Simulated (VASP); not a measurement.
# InSb3 (Pm-3m) in VASP: notebook, part 2 of 2

VASP 6.6.1. Earlier steps stand in the parts before.

### Step 3. Single point, r2SCAN, non-collinear spin, zero start, spin-orbit coupling

This run uses another cell than the first one, of 27.76 Å³/atom, 0.943 times its volume.

Contents of POSCAR:

```
InSb3
1.0
    4.8063670000      0.0000000000      0.0000000000
    0.0000000000      4.8063670000      0.0000000000
    0.0000000000      0.0000000000      4.8063670000
Sb In
3 1
Direct
    0.5000000000      0.5000000000      0.0000000000
    0.0000000000      0.5000000000      0.5000000000
    0.5000000000      0.0000000000      0.5000000000
    0.0000000000      0.0000000000      0.0000000000
```

Contents of INCAR.step1:

```
ALGO     = Normal         # electronic algorithm
EDIFF    = 1E-4           # SCF threshold, eV
ENCUT    = 520            # plane-wave cutoff, eV
GGA      = PE             # functional
GGA_COMPAT= F            
ISMEAR   = -1             # smearing method
LASPH    = T              # aspherical terms in the spheres
LCHARG   = F              # write CHGCAR
LREAL    = F              # projectors in reciprocal space
LSORBIT  = T              # spin-orbit coupling
LWAVE    = T              # write WAVECAR
MAGMOM   = 0 0 0 0 0 0 0 0 0 0 0 0 # initial moments
NBANDS   = 42             # bands
NELM     = 150            # most SCF steps
PREC     = Accurate       # precision mode
SIGMA    = 0.05           # smearing width, eV
```

Contents of INCAR.step2:

```
ALGO     = Normal         # electronic algorithm
EDIFF    = 1E-6           # SCF threshold, eV
ENCUT    = 520            # plane-wave cutoff, eV
GGA_COMPAT= F            
ISIF     = 2              # what is computed and relaxed
ISMEAR   = -1             # smearing method
ISTART   = 1            
LASPH    = T              # aspherical terms in the spheres
LCHARG   = F              # write CHGCAR
LMIXTAU  = T            
LORBIT   = 11             # projections on sites
LORBMOM  = T            
LREAL    = F              # projectors in reciprocal space
LSORBIT  = T              # spin-orbit coupling
LWAVE    = F              # write WAVECAR
MAGMOM   = 0 0 0 0 0 0 0 0 0 0 0 0 # initial moments
METAGGA  = R2SCAN         # meta-GGA
NBANDS   = 42             # bands
NELM     = 150            # most SCF steps
PREC     = Accurate       # precision mode
SIGMA    = 0.05           # smearing width, eV
```

Contents of KPOINTS:

```
k-points
0
Gamma
  6 6 6
```

Potentials or basis: VASP PAW PBE potentials, release 64 (Sb, In_d).

Run with:

```
> cat potpaw_PBE.64/Sb/POTCAR potpaw_PBE.64/In_d/POTCAR > POTCAR
> cp INCAR.step1 INCAR
> mpirun -np 1 vasp_ncl > vasp.out
> cp INCAR.step2 INCAR
> mpirun -np 1 vasp_ncl > vasp.out
```

OUTCAR:

```text
EDIFF = 1E-6
   ENCUT = 520
   ISIF = 2
   ISMEAR = -1
   ISTART = 1
   LASPH = T
   LORBIT = 11
   LREAL = F
   LSORBIT = T
   METAGGA = R2SCAN
   NELM = 150
   PREC = Accurate

 ion  position               nearest neighbor table
   1  0.500  0.500  0.000-   2 3.40   3 3.40   4 3.40   2 3.40   3 3.40   3 3.40   4 3.40   3 3.40
                             2 3.40   4 3.40   2 3.40   4 3.40
   2  0.000  0.500  0.500-   1 3.40   3 3.40   4 3.40   1 3.40   4 3.40   3 3.40   4 3.40   4 3.40
                             1 3.40   3 3.40   1 3.40   3 3.40
   3  0.500  0.000  0.500-   1 3.40   2 3.40   4 3.40   1 3.40   4 3.40   1 3.40   2 3.40   1 3.40
                             2 3.40   4 3.40   4 3.40   2 3.40
   4  0.000  0.000  0.000-   1 3.40   2 3.40   3 3.40   2 3.40   3 3.40   1 3.40   2 3.40   2 3.40
                             1 3.40   3 3.40   3 3.40   1 3.40

  LATTYP: Found a simple cubic cell.
 ALAT       =     4.8063670000

  Lattice vectors:

 A1 = (   4.8063670000,   0.0000000000,   0.0000000000)
 A2 = (   0.0000000000,   4.8063670000,   0.0000000000)
 A3 = (   0.0000000000,   0.0000000000,   4.8063670000)

Analysis of symmetry for initial positions (statically):
=====================================================================
 Subroutine PRICEL returns:
 Original cell was already a primitive cell.

 Routine SETGRP: Setting up the symmetry group for a
 simple cubic supercell.

 Subroutine GETGRP returns: Found 48 space group operations
 (whereof 48 operations were pure point group operations)
 out of a pool of 48 trial point group operations.

The static configuration has the point symmetry O_h .

Analysis of symmetry for dynamics (positions and initial velocities):
=====================================================================
 Subroutine PRICEL returns:
 Original cell was already a primitive cell.

 Routine SETGRP: Setting up the symmetry group for a
 simple cubic supercell.

 Subroutine GETGRP returns: Found 48 space group operations
 (whereof 48 operations were pure point group operations)
[... 1083 lines left out ...]
  1         0.000  -0.000   0.000
  2        -0.000   0.000  -0.000
  3        -0.000  -0.000  -0.000
  4         0.000  -0.000   0.000
 ----------------------------------------
           -0.000  -0.000  -0.000

 orbital moment (z)

 # of ion     p       d       tot
 ----------------------------------------
  1         0.000   0.000   0.000
  2         0.000   0.000   0.000
  3         0.000   0.000   0.000
  4         0.000   0.000   0.000
 ----------------------------------------
            0.000   0.000   0.000

 Spin-Orbit-Coupling matrix elements

 Ion:    1  E_soc:     -0.1411174
 l=   1
     0.0000000    -0.0224994    -0.0250442
    -0.0224994     0.0000000    -0.0224994
    -0.0250442    -0.0224994     0.0000000
 l=   2
     0.0000000    -0.0000442     0.0000000    -0.0000442    -0.0000939
    -0.0000442     0.0000000    -0.0000955    -0.0000664    -0.0000381
     0.0000000    -0.0000955     0.0000000    -0.0000955     0.0000000
    -0.0000442    -0.0000664    -0.0000955     0.0000000    -0.0000381
    -0.0000939    -0.0000381     0.0000000    -0.0000381     0.0000000
 l=   3
     0.0000000     0.0000000     0.0000000     0.0000000     0.0000000     0.0000000     0.0000000
     0.0000000     0.0000000     0.0000000     0.0000000     0.0000000     0.0000000     0.0000000
     0.0000000     0.0000000     0.0000000     0.0000000     0.0000000     0.0000000     0.0000000
     0.0000000     0.0000000     0.0000000     0.0000000     0.0000000     0.0000000     0.0000000
[... 49 lines left out ...]
 l=   2
     0.0000000    -0.0012680     0.0000000    -0.0012680    -0.0049615
    -0.0012680     0.0000000    -0.0037211    -0.0012680    -0.0012404
     0.0000000    -0.0037211     0.0000000    -0.0037211     0.0000000
    -0.0012680    -0.0012680    -0.0037211     0.0000000    -0.0012404
    -0.0049615    -0.0012404     0.0000000    -0.0012404     0.0000000
 l=   3
     0.0000000     0.0000000     0.0000000     0.0000000     0.0000000     0.0000000     0.0000000
     0.0000000     0.0000000     0.0000000     0.0000000     0.0000000     0.0000000     0.0000000
     0.0000000     0.0000000     0.0000000     0.0000000     0.0000000     0.0000000     0.0000000
     0.0000000     0.0000000     0.0000000     0.0000000     0.0000000     0.0000000     0.0000000
     0.0000000     0.0000000     0.0000000     0.0000000     0.0000000     0.0000000     0.0000000
     0.0000000     0.0000000     0.0000000     0.0000000     0.0000000     0.0000000     0.0000000
     0.0000000     0.0000000     0.0000000     0.0000000     0.0000000     0.0000000     0.0000000

 total charge

# of ion       s       p       d       tot
------------------------------------------
    1        1.230   1.060   0.034   2.324
    2        1.230   1.060   0.034   2.324
    3        1.230   1.060   0.034   2.324
    4        1.051   0.401   9.864  11.315
--------------------------------------------------
tot          4.743   3.580   9.964  18.287

 magnetization (x)

# of ion       s       p       d       tot
------------------------------------------
    1        0.000  -0.000  -0.000   0.000
    2        0.000   0.000   0.000   0.000
    3       -0.000   0.000  -0.000  -0.000
    4       -0.000   0.000  -0.000  -0.000
--------------------------------------------------
tot         -0.000   0.000  -0.000  -0.000

 magnetization (y)

# of ion       s       p       d       tot
------------------------------------------
    1       -0.000   0.000  -0.000  -0.000
    2        0.000  -0.000  -0.000  -0.000
    3       -0.000   0.000  -0.000   0.000
    4       -0.000  -0.000  -0.000  -0.000
--------------------------------------------------
tot         -0.000   0.000  -0.000  -0.000

 magnetization (z)

# of ion       s       p       d       tot
------------------------------------------
    1       -0.000  -0.000  -0.000  -0.000
    2        0.000  -0.000   0.000  -0.000
    3       -0.000   0.000   0.000  -0.000
    4       -0.000  -0.000   0.000  -0.000
--------------------------------------------------
tot         -0.000  -0.000  -0.000  -0.000
```

OUTCAR.step1:

```text
EDIFF = 1E-4
   ENCUT = 520
   GGA = PE
   ISMEAR = -1
   LASPH = T
   LREAL = F
   LSORBIT = T
   NELM = 150
[... 1190 lines left out ...]
     0.0000000     0.0000000     0.0000000     0.0000000     0.0000000     0.0000000     0.0000000
     0.0000000     0.0000000     0.0000000     0.0000000     0.0000000     0.0000000     0.0000000
     0.0000000     0.0000000     0.0000000     0.0000000     0.0000000     0.0000000     0.0000000
     0.0000000     0.0000000     0.0000000     0.0000000     0.0000000     0.0000000     0.0000000
     0.0000000     0.0000000     0.0000000     0.0000000     0.0000000     0.0000000     0.0000000
     0.0000000     0.0000000     0.0000000     0.0000000     0.0000000     0.0000000     0.0000000

=======================================================================

 ========================================================
```

It took 7 min on 1 thread of Intel Xeon 6975P-C (Granite Rapids), shared host; peak memory 0.53 GiB.

What came out:

```yaml
Free_energy: -98.7880 eV
Pressure: -0.5 GPa
Net_moment: 0.00 μB per cell
Valence_electrons_inside_the_program's_atomic_spheres: Sb 2.32; In 11.31
```

Moments on the atoms (μB; x, y, z):
```
Sb  0.00 0.00 0.00
Sb  0.00 0.00 0.00
Sb  0.00 0.00 0.00
In  0.00 0.00 0.00
```

Caveat: the PAW data sets were made with another functional, which shifts forces and pressure a little.
